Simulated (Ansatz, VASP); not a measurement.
Ta in VASP and in Ansatz

File INCAR:

```
ALGO     = Normal         # electronic algorithm
EDIFF    = 1E-7           # SCF threshold, eV
ENCUT    = 520            # plane-wave cutoff, eV
GGA      = PS             # functional
ISIF     = 2              # what is computed and relaxed
ISMEAR   = 0              # smearing method
LASPH    = True           # aspherical terms in the spheres
LCHARG   = False          # write CHGCAR
LREAL    = False          # projectors in reciprocal space
LWAVE    = False          # write WAVECAR
NBANDS   = 30             # bands
NELM     = 60             # most SCF steps
PREC     = Accurate       # precision mode
SIGMA    = 0.1            # smearing width, eV
```

KPOINTS

```
k-points
0
Gamma
  6 6 4
```

POSCAR

```
Ta
1.0
    3.7480347416      0.0000000000      0.0000000000
   -1.8740173708      3.2458933005      0.0000000000
    0.0000000000      0.0000000000      6.1842573236
Ta
4
Direct
    0.3333333333      0.6666666667      0.4375000000
    0.6666666667      0.3333333333      0.9375000000
    0.6666666667      0.3333333333      0.5625000000
    0.3333333333      0.6666666667      0.0625000000
```

Input for Ansatz:

```yaml
crystal:
  lattice:
    - [3.7480347416, 0.0, 0.0]
    - [-1.8740173708, 3.2458933005, 0.0]
    - [0.0, 0.0, 6.1842573236]
  atoms:
    - { symbol: Ta, position: [0.3333333333, 0.6666666667, 0.4375] }
    - { symbol: Ta, position: [0.6666666667, 0.3333333333, 0.9375] }
    - { symbol: Ta, position: [0.6666666667, 0.3333333333, 0.5625] }
    - { symbol: Ta, position: [0.3333333333, 0.6666666667, 0.0625] }
basis:
  ecutwfc: 420
kpoints:
  mp_grid: { grid: [6, 6, 4] }
hamiltonian:
  xc: pbesol
scf:
  occupations: { method: gaussian, width: 0.1 }
  lower_state_search: "off"
output:
  forces: true
  stress: true
  eigenvalues: true
```

Alike in both runs: task single point; functional PBEsol; k mesh 6 × 6 × 4; occupations gaussian, width 0.1 eV; no spin polarisation.

|  | VASP | Ansatz |
| --- | --- | --- |
| version | VASP 6.6.1 | Ansatz 0.2.0 |
| potentials or method | VASP PAW PBE potentials, release 64 (Ta_pv), cutoff 520 eV | scalar-relativistic, plane waves, PAW |
| valence electrons in the cell | 44 | 52 |

Ansatz gave:

- gap on the k mesh at the Fermi level (eV): none
- rms of the force components (eV/Å): 0.225

**Question.** What did VASP give for the same quantities?

**Answer.** gap on the k mesh at the Fermi level (eV): none; rms of the force components (eV/Å): 0.229.

VASP's potentials were made for PBE, not for PBEsol. Atom by atom the forces differ by 0.003 eV/Å (rms over components). A gap of «none» marks a metal or a gap that the smearing closes. VASP's potentials hold 44 valence electrons a cell and Ansatz's 52, so a difference there can come from the potentials and not from the codes.

Neither program's run includes spin-orbit coupling.
